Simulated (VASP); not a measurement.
# GaP: single point with PBEsol

**The experiment to reproduce.**

From “Stacking defects in GaP nanowires: Electronic structure and optical properties”, 2018, arxiv:1810.01194, for a bulk crystal of GaP at 10 K: band gap 2.34 eV (indirect).

The system is GaP.

```
Ga P
1.0
     0.00000    2.72525    2.72525
     2.72525    0.00000    2.72525
     2.72525    2.72525    0.00000
Ga P
1 1
Direct
  0.00000 0.00000 0.00000
  0.75000 0.75000 0.75000
```

```json
{
 "Program": "VASP 6.6.1",
 "Task": "single point",
 "Functional": "PBEsol",
 "Potentials or basis": "VASP PAW PBE potentials, release 64 (Ga_d, P)",
 "Cutoff": "500 eV",
 "k mesh": "10 × 10 × 10, shifted",
 "Occupations": "fermi-dirac, width 0.05 eV",
 "Spin": "no spin polarisation"
}
```

```yaml
Pressure: -0.6 GPa
Band_gap_on_the_k_mesh: 1.61 eV (least direct gap 2.06 eV)
```

Levels at points of the mesh, in eV from the valence-band top:
```tsv
k point	band 7	band 8	band 9	band 10	band 11	band 12
(0.05, 0.05, 0.05)	-0.36	0.00	0.00	2.06	3.92	3.94
```

Run time: 2.4 min on 1 thread of Intel(R) Xeon(R) Platinum 8488C (Sapphire Rapids), with other jobs on the host, peak memory 0.39 GiB.

Against the measured gap of GaP, 2.34 eV (indirect; 10 K; quoted in “Stacking defects in GaP nanowires: Electronic structure and optical properties”, 2018, arxiv:1810.01194), the calculated 1.61 eV is off by -0.73 eV. Spin-orbit coupling on Ga is left out. The value is that of PBEsol on a finite k mesh, which can miss the band edges, without temperature or zero-point motion. Semilocal functionals fall short of measured gaps as a rule.

Caveat: the PAW data sets were made with another functional, which shifts forces and pressure a little; a shifted mesh leaves out Γ, where band edges can lie.
